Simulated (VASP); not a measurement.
# SnS2 (Berndtite-2T) (P-3m1) in VASP: further runs

The runs below take SnS2 (Berndtite-2T) through single point, with PBE.

Everything below comes from runs of VASP 6.6.1. Logs are shortened: lines on timing, memory, paths and dates and some standing lists are left out, and cuts for length are marked.

**1. The cell of the first run**

Symmetry: P-3m1, No. 164, trigonal system. The conventional cell has a = 3.539 Å, b = 3.539 Å, c = 5.707 Å, α = 90.00°, β = 90.00°, γ = 120.00°. Within 3.3 Å of Sn (site symmetry -3m) lie 6 S at 2.49 Å. Within 3.3 Å of S (site symmetry 3m) lie 3 Sn at 2.49 Å.

**2. Single point, PBE**

File INCAR:

```
  PREC = Accurate
  ENCUT = 500
  EDIFF = 1E-6
  ISMEAR = 0
  SIGMA = 0.01
  LREAL = F
  LASPH = T
  NELM = 120
  ALGO = Normal
  ISIF = 2
  LWAVE = F
  LCHARG = F
  GGA = PE
  NBANDS = 20
  GGA_COMPAT = F
```

File KPOINTS:

```
regular mesh
0
Gamma
  6 6 4
```

File POSCAR:

```
SnS2
1.0
    3.5392507386      0.0000000000      0.0000000000
   -1.7696253693      3.0650810457      0.0000000000
    0.0000000000      0.0000000000      5.7071512323
Sn S
1 2
Direct
    0.0000000000      0.0000000000      0.0000000000
    0.3333333333      0.6666666667      0.2500000000
    0.6666666667      0.3333333333      0.7500000000
```

Potentials or basis: VASP PAW PBE potentials, release 64 (Sn_d, S).

Command:

```
$ cat potpaw_PBE.64/Sn_d/POTCAR potpaw_PBE.64/S/POTCAR > POTCAR
$ mpirun -np 1 vasp_std > vasp.out
```

OUTCAR:

```text
PREC = Accurate
   ENCUT = 500
   EDIFF = 1E-6
   ISMEAR = 0
   LREAL = F
   LASPH = T
   NELM = 120
   ISIF = 2
   GGA = PE

 ion  position               nearest neighbor table
   1  0.000  0.000  0.000-   2 2.49   3 2.49   3 2.49   2 2.49   3 2.49   2 2.49
   2  0.333  0.667  0.250-   1 2.49   1 2.49   1 2.49
   3  0.667  0.333  0.750-   1 2.49   1 2.49   1 2.49

  LATTYP: Found a hexagonal cell.
 ALAT       =     3.5392507386
 C/A-ratio  =     1.6125309151

  Lattice vectors:

 A1 = (   3.5392507386,   0.0000000000,   0.0000000000)
 A2 = (  -1.7696253693,   3.0650810457,   0.0000000000)
 A3 = (   0.0000000000,   0.0000000000,   5.7071512323)

Analysis of symmetry for initial positions (statically):
=====================================================================
 Subroutine PRICEL returns:
 Original cell was already a primitive cell.

 Routine SETGRP: Setting up the symmetry group for a
 hexagonal supercell.

 Subroutine GETGRP returns: Found 12 space group operations
 (whereof 12 operations were pure point group operations)
 out of a pool of 24 trial point group operations.

The static configuration has the point symmetry D_3d.

Analysis of symmetry for dynamics (positions and initial velocities):
=====================================================================
 Subroutine PRICEL returns:
 Original cell was already a primitive cell.

 Routine SETGRP: Setting up the symmetry group for a
 hexagonal supercell.

 Subroutine GETGRP returns: Found 12 space group operations
 (whereof 12 operations were pure point group operations)
 out of a pool of 24 trial point group operations.

The dynamic configuration has the point symmetry D_3d.

 Subroutine INISYM returns: Found 12 space group operations
 (whereof 12 operations are pure point group operations),
 and found     1 'primitive' translations

----------------------------------------------------------------------------------------

                                     Primitive cell

  volume of cell :      61.9117

  direct lattice vectors                    reciprocal lattice vectors
     3.539250739  0.000000000  0.000000000     0.282545678  0.163127824  0.000000000
    -1.769625369  3.065081046  0.000000000     0.000000000  0.326255647  0.000000000
     0.000000000  0.000000000  5.707151232     0.000000000  0.000000000  0.175218767

  length of vectors
     3.539250739  3.539250735  5.707151232     0.326255647  0.326255647  0.175218767

  position of ions in fractional coordinates (direct lattice)
     0.000000000  0.000000000  0.000000000
     0.333333333  0.666666667  0.250000000
     0.666666667  0.333333333  0.750000000

  ion indices of the primitive-cell ions
   primitive index   ion index
                 1           1
                 2           2
                 3           3

----------------------------------------------------------------------------------------

 KPOINTS: regular mesh

Automatic generation of k-mesh.
 Grid dimensions read from file:
 generate k-points for:    6    6    4

 Generating k-lattice:

  Cartesian coordinates                     Fractional coordinates (reciprocal lattice)
     0.047090946  0.027187971  0.000000000     0.166666667  0.000000000  0.000000000
     0.000000000  0.054375941  0.000000000     0.000000000  0.166666667  0.000000000
     0.000000000  0.000000000  0.043804692     0.000000000  0.000000000  0.250000000

  Length of vectors
     0.054375941  0.054375941  0.043804692

  Shift w.r.t. Gamma in fractional coordinates (k-lattice)
     0.000000000  0.000000000  0.000000000

 Subroutine IBZKPT returns following result:
 ===========================================

 Found     24 irreducible k-points:

 Following reciprocal coordinates:
            Coordinates               Weight
  0.000000  0.000000  0.000000      1.000000
  0.166667  0.000000  0.000000      6.000000
  0.333333  0.000000  0.000000      6.000000
  0.500000 -0.000000  0.000000      3.000000
  0.166667  0.166667  0.000000      6.000000
  0.333333  0.166667  0.000000     12.000000
[... 16 lines left out ...]
  0.333333  0.166667  0.500000     12.000000
  0.333333  0.333333  0.500000      2.000000
   k-points           NKPTS =     24   k-points in BZ     NKDIM =     24   number of bands    NBANDS=     20
   number of dos      NEDOS =    301   number of ions     NIONS =      3
   total plane-waves  NPLWV =  32928
   dimension x,y,z NGX =    28 NGY =   28 NGZ =   42
   dimension x,y,z NGXF=    56 NGYF=   56 NGZF=   84
   ions per type =               1   2
   NGX,Y,Z   is equivalent  to a cutoff of  13.15, 13.15, 12.23 a.u.
   NGXF,Y,Z  is equivalent  to a cutoff of  26.30, 26.30, 24.47 a.u.
 SYSTEM =  unknown system
   PREC   = accura    normal or accurate (medium, high low for compatibility)
   ISTART =      0    job   : 0-new  1-cont  2-samecut
   ICHARG =      2    charge: 1-file 2-atom 10-const
   ISPIN  =      1    spin polarized calculation?
   LNONCOLLINEAR =      F non collinear calculations
   LSORBIT =      F    spin-orbit coupling
   LASPH  =      T    aspherical Exc in radial PAW
   ENCUT  =  500.0 eV  36.75 Ry    6.06 a.u.   6.45  6.45 10.41*2*pi/ulx,y,z
   NELM   =    120;   NELMIN=  2; NELMDL= -5     # of ELM steps
   EDIFF  = 0.1E-05   stopping-criterion for ELM
   LREAL  =      F    real-space projection
   EDIFFG = 0.1E-04   stopping-criterion for IOM
   NSW    =      0    number of steps for IOM
   IBRION =     -1    ionic relax: 0-MD 1-quasi-New 2-CG
   NFREE  =      0    steps in history (QN), initial steepest desc. (CG)
   ISIF   =      2    stress and relaxation
   ISYM   =      2    0-nonsym 1-usesym 2-fastsym
   POTIM  = 0.5000    time-step for ionic-motion
   TEBEG  =    0.0;   TEEND  =   0.0 temperature during run
   PSTRESS=    0.0 pullay stress
   NELECT =      26.0000    total number of electrons
   NUPDOWN=      -1.0000    fix difference up-down
   EMIN   =  10.00;   EMAX   =-10.00  energy-range for DOS
   EFERMI =   0.00;   METHOD = LEGACY
   ISMEAR =     0;   SIGMA  =   0.01  broadening in eV -4-tet -1-fermi 0-gaus
   EFERMI_NEDOS =   21; number of points for ismear=-14 and -15
   IALGO  =     38    algorithm
   IMIX   =      4    mixing-type and parameters
     AMIX     =   0.40;   BMIX     =  1.00
     AMIX_MAG =   1.60;   BMIX_MAG =  1.00
  volume/ion in A,a.u.               =      20.64       139.27
  Fermi-wavevector in a.u.,A,eV,Ry     =   1.225956  2.316722 20.449139  1.502969
  Thomas-Fermi vector in A             =   2.360975
   LORBIT       =      0    0 simple, 1 ext, 2 COOP (PROOUT), +10 PAW based schemes
   GGA     = PE    functional components
   LHFCALC =     F    Hartree Fock is set to
   AEXX    =    0.0000 exact exchange contribution
   IVDW    =     0    specifies the selected vdW correction
   LEPSILON=     F    determine dielectric tensor
   LRPA    =     F    only Hartree local field effects (RPA)
 non-spin polarized calculation
 Gauss-broadening in eV      SIGMA  =   0.01
  energy-cutoff  :      500.00
  volume of cell :       61.91
 maximum number of plane-waves:      1592
 NGX is ok and might be reduce to    28
   NGX = 13   NGY = 13   NGZ = 21

 number of electron      25.9999993 magnetization

 Free energy of the ion-electron system (eV)
  ---------------------------------------------------
  ext. energy  EPLUGINS =         0.00000000
  ---------------------------------------------------
  free energy    TOTEN  =       -12.84821148 eV

  energy without entropy =      -12.84821148  energy(sigma->0) =      -12.84821148

 E-fermi :   5.8750     XC(G=0): -10.0510

 val. band max:        5.8095244907   @ k =   0.0000   0.0000   0.0000
 cond. band min:       7.4468688831   @ k =   0.5000  -0.0000   0.2500
 fundamental gap:      1.6373443925
 Fermi energy:         5.8749838287

 k-point     1 :       0.0000    0.0000    0.0000
  band No.  band energies     occupation
      1     -15.2254      2.00000
      2     -15.2254      2.00000
      3     -15.1612      2.00000
      4     -15.1210      2.00000
      5     -15.1210      2.00000
      6      -8.7383      2.00000
[... 12 lines left out ...]
     19      15.4254      0.00000
     20      15.4254      0.00000

 k-point     2 :       0.1667    0.0000    0.0000
  band No.  band energies     occupation
      1     -15.2523      2.00000
      2     -15.2053      2.00000
      3     -15.1461      2.00000
      4     -15.1323      2.00000
      5     -15.1177      2.00000
      6      -8.3903      2.00000
[... 12 lines left out ...]
     19      14.8071      0.00000
     20      15.6493      0.00000

 k-point     3 :       0.3333    0.0000    0.0000
  band No.  band energies     occupation
      1     -15.3136      2.00000
      2     -15.1826      2.00000
      3     -15.1652      2.00000
      4     -15.0980      2.00000
      5     -15.0927      2.00000
      6      -7.4209      2.00000
[... 12 lines left out ...]
     19      15.3896      0.00000
     20      16.4538      0.00000

 k-point     4 :       0.5000   -0.0000    0.0000
  band No.  band energies     occupation
      1     -15.3454      2.00000
      2     -15.1799      2.00000
      3     -15.1766      2.00000
      4     -15.0776      2.00000
      5     -15.0713      2.00000
      6      -6.4955      2.00000
[... 12 lines left out ...]
     19      16.6799      0.00000
     20      16.9781      0.00000

 k-point     5 :       0.1667    0.1667    0.0000
  band No.  band energies     occupation
      1     -15.2829      2.00000
      2     -15.2009      2.00000
      3     -15.1475      2.00000
      4     -15.1286      2.00000
      5     -15.0933      2.00000
      6      -7.7230      2.00000
[... 12 lines left out ...]
     19      13.3498      0.00000
     20      16.8051      0.00000

 k-point     6 :       0.3333    0.1667    0.0000
  band No.  band energies     occupation
      1     -15.3133      2.00000
      2     -15.2057      2.00000
      3     -15.1575      2.00000
      4     -15.1007      2.00000
      5     -15.0757      2.00000
      6      -6.6153      2.00000
[... 12 lines left out ...]
     19      14.9930      0.00000
     20      16.6478      0.00000

 k-point     7 :       0.3333    0.3333    0.0000
  band No.  band energies     occupation
      1     -15.2636      2.00000
      2     -15.2636      2.00000
      3     -15.1209      2.00000
      4     -15.1209      2.00000
      5     -15.0860      2.00000
      6      -5.7795      2.00000
[... 12 lines left out ...]
     19      14.8732      0.00000
     20      14.8732      0.00000
[... 277 lines left out ...]
 k-point    20 :       0.3333    0.0000    0.5000
  band No.  band energies     occupation
      1     -15.3141      2.00000
      2     -15.1827      2.00000
      3     -15.1654      2.00000
      4     -15.0976      2.00000
      5     -15.0928      2.00000
      6      -7.2472      2.00000
[... 12 lines left out ...]
     19      16.4473      0.00000
     20      16.7572      0.00000

 k-point    21 :       0.5000   -0.0000    0.5000
  band No.  band energies     occupation
      1     -15.3459      2.00000
      2     -15.1800      2.00000
      3     -15.1768      2.00000
      4     -15.0772      2.00000
      5     -15.0713      2.00000
      6      -6.3743      2.00000
[... 12 lines left out ...]
     19      16.9207      0.00000
     20      18.0344      0.00000

 k-point    22 :       0.1667    0.1667    0.5000
  band No.  band energies     occupation
      1     -15.2833      2.00000
      2     -15.2010      2.00000
      3     -15.1477      2.00000
      4     -15.1285      2.00000
      5     -15.0932      2.00000
      6      -7.5415      2.00000
[... 12 lines left out ...]
     19      14.5187      0.00000
     20      15.5909      0.00000

 k-point    23 :       0.3333    0.1667    0.5000
  band No.  band energies     occupation
      1     -15.3138      2.00000
      2     -15.2059      2.00000
      3     -15.1576      2.00000
      4     -15.1006      2.00000
      5     -15.0755      2.00000
      6      -6.4784      2.00000
[... 12 lines left out ...]
     19      15.1043      0.00000
     20      16.2200      0.00000

 k-point    24 :       0.3333    0.3333    0.5000
  band No.  band energies     occupation
      1     -15.2640      2.00000
      2     -15.2640      2.00000
      3     -15.1209      2.00000
      4     -15.1209      2.00000
      5     -15.0857      2.00000
      6      -5.7502      2.00000
[... 12 lines left out ...]
     19      15.4239      0.00000
     20      15.6104      0.00000

------------------------ aborting loop because EDIFF is reached ----------------------------------------

  FORCE on cell =-STRESS in cart. coord.  units (eV):
  Direction    XX          YY          ZZ          XY          YZ          ZX
  --------------------------------------------------------------------------------------
  -------------------------------------------------------------------------------------
  Total        5.3282840      5.3282839      4.8075143      0.0000000      0.0000000     -0.0000000
  in kB      137.8876179    137.8876176    124.4109163      0.0000000      0.0000000     -0.0000000
  external PRESSURE =     133.3953839 kB  Pullay stress =       0.0000000 kB

 VOLUME and BASIS-vectors are now :
 -----------------------------------------------------------------------------
  energy-cutoff  :      500.00
  volume of cell :       61.91
      direct lattice vectors                 reciprocal lattice vectors
     3.539250739  0.000000000  0.000000000     0.282545678  0.163127824  0.000000000
    -1.769625369  3.065081046  0.000000000     0.000000000  0.326255647  0.000000000
     0.000000000  0.000000000  5.707151232     0.000000000  0.000000000  0.175218767

 POSITION                                       TOTAL-FORCE (eV/Angst)
 -----------------------------------------------------------------------------------
      0.00000      0.00000      0.00000        -0.000000      0.000000      0.000000
     -0.00000      2.04339      1.42679         0.000000     -0.000000      1.184411
      1.76963      1.02169      4.28036        -0.000000      0.000000     -1.184411
 -----------------------------------------------------------------------------------
    total drift:                               -0.000000     -0.000000     -0.000000

  FREE ENERGIE OF THE ION-ELECTRON SYSTEM (eV)
  ---------------------------------------------------
  free  energy   TOTEN  =       -12.8482114767 eV

  energy  without entropy=      -12.8482114767  energy(sigma->0) =      -12.84821148
```

Run time: 13 s. Hardware: 1 thread of Intel Xeon 6975P-C (Granite Rapids), shared host; peak memory 0.18 GiB.

Results:

```yaml
Free_energy: -12.8482 eV
Pressure: 13.3 GPa
Largest_force: 1.184 eV/Å
Band_gap_on_the_k_mesh: 1.64 eV, indirect (least direct gap 2.16 eV)
```

Forces in eV/Å, atoms in the order of the input:
```
Sn   0.000  0.000  0.000
S    0.000  0.000  1.184
S    0.000  0.000 -1.184
```

Caveat: spin-orbit coupling is left out, which moves the levels of the heavy elements; this functional lacks dispersion, which binds the layers, so the pressure and a relaxed spacing across them are unreliable; forces of over 1 eV/Å act on the atoms, so gaps and moduli don't describe the material at rest. A k mesh can miss the band edges.

(Part 1 of 2 ends here.)
